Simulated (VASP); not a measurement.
Runs of VASP 6.6.1 on NaTe3As. The structure is that of space group Pm-3m (No. 221), or close to it. The cells are those of the table. 

| task | cell | k mesh | cutoff (eV) | gap on the mesh (eV) | pressure (GPa) | relaxed volume (Å³/atom) |
| --- | --- | --- | --- | --- | --- | --- |
| single point | a = 5.557 Å, 5 atoms | 8 × 8 × 8 | 520 | none | 0.0 | - |
| relaxation of cell and atoms | relaxed from a = 5.103 Å, 5 atoms | 4 × 4 × 4 | 600 | none | 0.2 | 34.66 |
| relaxation of cell and atoms | relaxed from a = 5.566 Å, 5 atoms | 8 × 8 × 8 | 600 | none | 0.0 | 34.28 |
| single point | a = 5.566 Å, 5 atoms | 4 × 4 × 4 | 520 | none | (a) | - |

Alike in all rows: level PBE; potentials or basis VASP PAW PBE potentials, release 64 (Na_pv, Te, As); no spin polarisation; smearing gaussian 0.1 eV.

Q: Estimate the missing entries.

A: (a) 0.3.

Caveats: spin-orbit coupling is left out, which moves the levels of the heavy elements; the volume moved by over 15 % at a fixed basis, so the end points are rough (at least some runs).

A k mesh can miss the band edges, and the runs leave out spin-orbit coupling on As, Te.

A gap of «none» marks levels without a gap at the run's occupations.
